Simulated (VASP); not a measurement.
# BiTe (R-3m) in VASP: single point with PBE

Aim: the single point of BiTe with PBE.

Program: VASP 6.6.1. These are calculated values, not measurements. Logs are shortened: lines on timing, memory, paths and dates and some standing lists are left out, and cuts for length are marked.

**1. The cell of the first run**

Symmetry: R-3m, No. 166, trigonal system. Conventional cell: a = 5.114 Å, b = 5.114 Å, c = 8.919 Å, α = 90.00°, β = 90.00°, γ = 120.00°. Within 4.5 Å of Bi (site symmetry -3m) lie 8 Te at 3.31 to 4.46 Å and 6 Bi at 4.19 Å. Within 4.5 Å of Te (site symmetry -3m) lie 8 Bi at 3.31 to 4.46 Å and 6 Te at 4.19 Å.

**2. Single point, PBE**

Contents of INCAR:

```
PREC     = Accurate       # precision mode
ENCUT    = 520            # plane-wave cutoff, eV
EDIFF    = 1E-6           # SCF threshold, eV
ISMEAR   = 0              # smearing method
SIGMA    = 0.15           # smearing width, eV
LREAL    = F              # projectors in reciprocal space
LASPH    = T              # aspherical terms in the spheres
NELM     = 100            # most SCF steps
ALGO     = Normal         # electronic algorithm
ISIF     = 2              # what is computed and relaxed
LWAVE    = F              # write WAVECAR
LCHARG   = T              # write CHGCAR
GGA      = PE             # functional
LELF     = T              # ELF
LVHAR    = T            
NBANDS   = 18             # bands
```

Contents of KPOINTS:

```
regular mesh
0
Gamma
  18 18 18
```

Contents of POSCAR:

```
BiTe
1.0
    2.5571371850      1.4763638421      2.9731210116
   -2.5571371850      1.4763638421      2.9731210116
    0.0000000000     -2.9527276843      2.9731210116
Bi Te
1 1
Direct
    0.5000000000      0.5000000000      0.5000000000
    0.0000000000      0.0000000000      0.0000000000
```

Potentials or basis: VASP PAW PBE potentials, release 64 (Bi_d, Te).

Command:

```bash
cat potpaw_PBE.64/Bi_d/POTCAR potpaw_PBE.64/Te/POTCAR > POTCAR
mpirun -np 1 vasp_std > vasp.out
```

OUTCAR:

```text
PREC = Accurate
   ENCUT = 520
   EDIFF = 1E-6
   ISMEAR = 0
   LREAL = F
   LASPH = T
   NELM = 100
   ISIF = 2
   GGA = PE

 ion  position               nearest neighbor table
   1  0.500  0.500  0.500-   2 3.31   2 3.31   2 3.31   2 3.31   2 3.31   2 3.31
   2  0.000  0.000  0.000-   1 3.31   1 3.31   1 3.31   1 3.31   1 3.31   1 3.31

  LATTYP: Found a trigonal (rhomboedric) cell.
 ALAT       =     4.1902326101
 COS(alpha) =     0.2551620671

  Lattice vectors:

 A1 = (   2.5571371850,   1.4763638421,   2.9731210116)
 A2 = (  -2.5571371850,   1.4763638421,   2.9731210116)
 A3 = (   0.0000000000,  -2.9527276843,   2.9731210116)

Analysis of symmetry for initial positions (statically):
=====================================================================
 Subroutine PRICEL returns:
 Original cell was already a primitive cell.

 Routine SETGRP: Setting up the symmetry group for a
 trigonal (rhombohedral) supercell.

 Subroutine GETGRP returns: Found 12 space group operations
 (whereof 12 operations were pure point group operations)
 out of a pool of 12 trial point group operations.

The static configuration has the point symmetry D_3d.

Analysis of symmetry for dynamics (positions and initial velocities):
=====================================================================
 Subroutine PRICEL returns:
 Original cell was already a primitive cell.

 Routine SETGRP: Setting up the symmetry group for a
 trigonal (rhombohedral) supercell.

 Subroutine GETGRP returns: Found 12 space group operations
 (whereof 12 operations were pure point group operations)
 out of a pool of 12 trial point group operations.

The dynamic configuration has the point symmetry D_3d.

 Subroutine INISYM returns: Found 12 space group operations
 (whereof 12 operations are pure point group operations),
 and found     1 'primitive' translations

----------------------------------------------------------------------------------------

                                     Primitive cell

  volume of cell :      67.3459

  direct lattice vectors                    reciprocal lattice vectors
     2.557137185  1.476363842  2.973121012     0.195531160  0.112889968  0.112115629
    -2.557137185  1.476363842  2.973121012    -0.195531160  0.112889968  0.112115629
     0.000000000 -2.952727684  2.973121012     0.000000000 -0.225779936  0.112115629

  length of vectors
     4.190232610  4.190232610  4.190232610     0.252084299  0.252084299  0.252084299

  position of ions in fractional coordinates (direct lattice)
     0.500000000  0.500000000  0.500000000
     0.000000000  0.000000000  0.000000000

  ion indices of the primitive-cell ions
   primitive index   ion index
                 1           1
                 2           2

----------------------------------------------------------------------------------------

 KPOINTS: regular mesh

Automatic generation of k-mesh.
 Grid dimensions read from file:
 generate k-points for:   18   18   18

 Generating k-lattice:

  Cartesian coordinates                     Fractional coordinates (reciprocal lattice)
     0.010862842  0.006271665  0.006228646     0.055555556  0.000000000  0.000000000
    -0.010862842  0.006271665  0.006228646     0.000000000  0.055555556  0.000000000
     0.000000000 -0.012543330  0.006228646     0.000000000  0.000000000  0.055555556

  Length of vectors
     0.014004683  0.014004683  0.014004683

  Shift w.r.t. Gamma in fractional coordinates (k-lattice)
     0.000000000  0.000000000  0.000000000

 Subroutine IBZKPT returns following result:
 ===========================================

 Found    580 irreducible k-points:

 Following reciprocal coordinates:
            Coordinates               Weight
  0.000000  0.000000  0.000000      1.000000
  0.055556  0.000000  0.000000      6.000000
  0.111111  0.000000  0.000000      6.000000
  0.166667  0.000000 -0.000000      6.000000
  0.222222  0.000000 -0.000000      6.000000
  0.277778  0.000000  0.000000      6.000000
[... 16 lines left out ...]
 -0.277778  0.055556  0.000000     12.000000
 -0.222222  0.055556  0.000000     12.000000
 [... further k-points ...]
   k-points           NKPTS =    580   k-points in BZ     NKDIM =    580   number of bands    NBANDS=     18
   number of dos      NEDOS =    301   number of ions     NIONS =      2
   total plane-waves  NPLWV =  32768
   dimension x,y,z NGX =    32 NGY =   32 NGZ =   32
   dimension x,y,z NGXF=    64 NGYF=   64 NGZF=   64
   ions per type =               1   1
   NGX,Y,Z   is equivalent  to a cutoff of  12.70, 12.70, 12.70 a.u.
   NGXF,Y,Z  is equivalent  to a cutoff of  25.39, 25.39, 25.39 a.u.
 SYSTEM =  unknown system
   PREC   = accura    normal or accurate (medium, high low for compatibility)
   ISTART =      0    job   : 0-new  1-cont  2-samecut
   ICHARG =      2    charge: 1-file 2-atom 10-const
   ISPIN  =      1    spin polarized calculation?
   LNONCOLLINEAR =      F non collinear calculations
   LSORBIT =      F    spin-orbit coupling
   LASPH  =      T    aspherical Exc in radial PAW
   ENCUT  =  520.0 eV  38.22 Ry    6.18 a.u.   7.79  7.79  7.79*2*pi/ulx,y,z
   NELM   =    100;   NELMIN=  2; NELMDL= -5     # of ELM steps
   EDIFF  = 0.1E-05   stopping-criterion for ELM
   LREAL  =      F    real-space projection
[... 7 lines left out ...]
   TEBEG  =    0.0;   TEEND  =   0.0 temperature during run
   PSTRESS=    0.0 pullay stress
   NELECT =      21.0000    total number of electrons
   NUPDOWN=      -1.0000    fix difference up-down
   EMIN   =  10.00;   EMAX   =-10.00  energy-range for DOS
   EFERMI =   0.00;   METHOD = LEGACY
   ISMEAR =     0;   SIGMA  =   0.15  broadening in eV -4-tet -1-fermi 0-gaus
   EFERMI_NEDOS =   21; number of points for ismear=-14 and -15
   IALGO  =     38    algorithm
   IMIX   =      4    mixing-type and parameters
     AMIX     =   0.40;   BMIX     =  1.00
     AMIX_MAG =   1.60;   BMIX_MAG =  1.00
  volume/ion in A,a.u.               =      33.67       227.24
  Fermi-wavevector in a.u.,A,eV,Ry     =   1.110139  2.097859 16.767948  1.232409
  Thomas-Fermi vector in A             =   2.246687
   LORBIT       =      0    0 simple, 1 ext, 2 COOP (PROOUT), +10 PAW based schemes
   GGA     = PE    functional components
   LHFCALC =     F    Hartree Fock is set to
   AEXX    =    0.0000 exact exchange contribution
   IVDW    =     0    specifies the selected vdW correction
   LEPSILON=     F    determine dielectric tensor
   LRPA    =     F    only Hartree local field effects (RPA)
 non-spin polarized calculation
 Gauss-broadening in eV      SIGMA  =   0.15
  energy-cutoff  :      520.00
  volume of cell :       67.35
 maximum number of plane-waves:      1853
   NGX = 15   NGY = 15   NGZ = 15

 number of electron      21.0000001 magnetization

 Free energy of the ion-electron system (eV)
  ---------------------------------------------------
  ext. energy  EPLUGINS =         0.00000000
  ---------------------------------------------------
  free energy    TOTEN  =        -7.09903284 eV

  energy without entropy =       -7.08439950  energy(sigma->0) =       -7.09171617

 E-fermi :   6.5089     XC(G=0):  -9.5343

 val. band max:        6.5082687104   @ k =  -0.3333   0.2222   0.1111
 cond. band min:       6.5101758846   @ k =  -0.2778   0.1111  -0.0000
 fundamental gap:      0.0019071743
 Fermi energy:         6.5089153093

 k-point     1 :       0.0000    0.0000    0.0000
  band No.  band energies     occupation
      1     -16.6753      2.00000
      2     -16.6753      2.00000
      3     -16.6565      2.00000
      4     -16.6565      2.00000
      5     -16.6371      2.00000
      6      -6.6958      2.00000
[... 10 lines left out ...]
     17      14.1692      0.00000
     18      14.1692      0.00000

 k-point     2 :       0.0556    0.0000    0.0000
  band No.  band energies     occupation
      1     -16.6752      2.00000
      2     -16.6750      2.00000
      3     -16.6567      2.00000
      4     -16.6563      2.00000
      5     -16.6372      2.00000
      6      -6.6706      2.00000
[... 10 lines left out ...]
     17      14.2585      0.00000
     18      14.3310      0.00000

 k-point     3 :       0.1111    0.0000    0.0000
  band No.  band energies     occupation
      1     -16.6751      2.00000
      2     -16.6742      2.00000
      3     -16.6573      2.00000
      4     -16.6556      2.00000
      5     -16.6373      2.00000
      6      -6.5950      2.00000
[... 10 lines left out ...]
     17      14.5260      0.00000
     18      14.7657      0.00000

 k-point     4 :       0.1667    0.0000   -0.0000
  band No.  band energies     occupation
      1     -16.6750      2.00000
      2     -16.6732      2.00000
      3     -16.6583      2.00000
      4     -16.6544      2.00000
      5     -16.6374      2.00000
      6      -6.4697      2.00000
[... 10 lines left out ...]
     17      14.5550      0.00000
     18      15.0257      0.00000

 k-point     5 :       0.2222    0.0000   -0.0000
  band No.  band energies     occupation
      1     -16.6748      2.00000
      2     -16.6723      2.00000
      3     -16.6594      2.00000
      4     -16.6527      2.00000
      5     -16.6374      2.00000
      6      -6.2958      2.00000
[... 10 lines left out ...]
     17      14.8133      0.00000
     18      15.5560      0.00000

 k-point     6 :       0.2778    0.0000    0.0000
  band No.  band energies     occupation
      1     -16.6747      2.00000
      2     -16.6716      2.00000
      3     -16.6606      2.00000
      4     -16.6509      2.00000
      5     -16.6373      2.00000
      6      -6.0747      2.00000
[... 10 lines left out ...]
     17      15.0342      0.00000
     18      15.7738      0.00000

 k-point     7 :       0.3333    0.0000    0.0000
  band No.  band energies     occupation
      1     -16.6746      2.00000
      2     -16.6712      2.00000
      3     -16.6617      2.00000
      4     -16.6491      2.00000
      5     -16.6369      2.00000
      6      -5.8089      2.00000
[... 10 lines left out ...]
     17      15.0798      0.00000
     18      15.4370      0.00000

 k-point     8 :       0.3889    0.0000    0.0000
  band No.  band energies     occupation
      1     -16.6745      2.00000
      2     -16.6710      2.00000
      3     -16.6626      2.00000
      4     -16.6478      2.00000
      5     -16.6364      2.00000
      6      -5.5015      2.00000
[... 10 lines left out ...]
     17      14.3937      0.00000
     18      16.3392      0.00000
[... 229 lines left out ...]
     17      14.2046      0.00000
     18      17.6184      0.00000

 k-point    20 :      -0.4444    0.0556    0.0000
  band No.  band energies     occupation
      1     -16.6744      2.00000
      2     -16.6709      2.00000
      3     -16.6630      2.00000
      4     -16.6470      2.00000
      5     -16.6360      2.00000
      6      -5.0460      2.00000
[... 10 lines left out ...]
     17      13.9561      0.00000
     18      17.5890      0.00000

 k-point    21 :      -0.3889    0.0556    0.0000
  band No.  band energies     occupation
      1     -16.6743      2.00000
      2     -16.6710      2.00000
      3     -16.6624      2.00000
      4     -16.6478      2.00000
      5     -16.6365      2.00000
      6      -5.3986      2.00000
[... 10 lines left out ...]
     17      14.3379      0.00000
     18      16.5979      0.00000

 k-point    22 :      -0.3333    0.0556    0.0000
  band No.  band energies     occupation
      1     -16.6743      2.00000
      2     -16.6712      2.00000
      3     -16.6616      2.00000
      4     -16.6492      2.00000
      5     -16.6369      2.00000
      6      -5.7159      2.00000
[... 10 lines left out ...]
     17      14.9183      0.00000
     18      15.7522      0.00000

 k-point    23 :      -0.2778    0.0556    0.0000
  band No.  band energies     occupation
      1     -16.6744      2.00000
      2     -16.6716      2.00000
      3     -16.6605      2.00000
      4     -16.6510      2.00000
      5     -16.6373      2.00000
      6      -5.9923      2.00000
[... 10 lines left out ...]
     17      15.2204      0.00000
     18      15.5044      0.00000

 k-point    24 :      -0.2222    0.0556    0.0000
  band No.  band energies     occupation
      1     -16.6745      2.00000
      2     -16.6723      2.00000
      3     -16.6593      2.00000
      4     -16.6529      2.00000
      5     -16.6374      2.00000
      6      -6.2243      2.00000
[... 10 lines left out ...]
     17      15.0725      0.00000
     18      15.5174      0.00000

 [... further k-points ...]

------------------------ aborting loop because EDIFF is reached ----------------------------------------

  FORCE on cell =-STRESS in cart. coord.  units (eV):
  Direction    XX          YY          ZZ          XY          YZ          ZX
  --------------------------------------------------------------------------------------
  -------------------------------------------------------------------------------------
  Total       -1.3071370     -1.3071370      0.3261076      0.0000000     -0.0000000      0.0000000
  in kB      -31.0971386    -31.0971386      7.7581868      0.0000000     -0.0000000      0.0000000
  external PRESSURE =     -18.1453635 kB  Pullay stress =       0.0000000 kB

 VOLUME and BASIS-vectors are now :
 -----------------------------------------------------------------------------
  energy-cutoff  :      520.00
  volume of cell :       67.35
      direct lattice vectors                 reciprocal lattice vectors
     2.557137185  1.476363842  2.973121012     0.195531160  0.112889968  0.112115629
    -2.557137185  1.476363842  2.973121012    -0.195531160  0.112889968  0.112115629
     0.000000000 -2.952727684  2.973121012     0.000000000 -0.225779936  0.112115629

 POSITION                                       TOTAL-FORCE (eV/Angst)
 -----------------------------------------------------------------------------------
      0.00000     -0.00000      4.45968         0.000000      0.000000     -0.000000
      0.00000      0.00000      0.00000        -0.000000     -0.000000      0.000000
 -----------------------------------------------------------------------------------
    total drift:                               -0.000000      0.000000     -0.000000

  FREE ENERGIE OF THE ION-ELECTRON SYSTEM (eV)
  ---------------------------------------------------
  free  energy   TOTEN  =        -7.0990328359 eV

  energy  without entropy=       -7.0843995003  energy(sigma->0) =       -7.09171617
```

Run time: 3.5 min. Hardware: 1 thread of Intel Xeon 6975P-C (Granite Rapids), shared host; peak memory 0.74 GiB.

Results:

```
Free energy            : -7.0990 eV
Pressure               : -1.8 GPa
Band gap on the k mesh : zero (an odd number of electrons rules out a gap without spin polarisation)
```

Levels at points of the mesh, in eV from the Fermi level:
| k point | band 7 | band 8 | band 9 | band 10 | band 11 | band 12 | band 13 | band 14 |
| --- | --- | --- | --- | --- | --- | --- | --- | --- |
| (0.00, 0.00, 0.00) | -8.44 | -2.84 | -2.84 | -1.06 | 1.99 | 3.15 | 3.15 | 3.81 |
| (0.50, 0.00, 0.00) | -11.24 | -1.76 | -1.46 | -1.00 | -0.41 | -0.23 | 1.10 | 6.10 |
| (0.50, 0.50, 0.00) | -9.90 | -5.28 | -4.60 | -2.21 | 2.41 | 3.10 | 3.34 | 3.94 |
| (0.50, 0.50, 0.50) | -10.50 | -2.53 | -2.48 | -2.48 | -1.93 | -1.57 | -1.57 | 9.04 |

Caveat: spin-orbit coupling is left out, which moves the levels of the heavy elements.
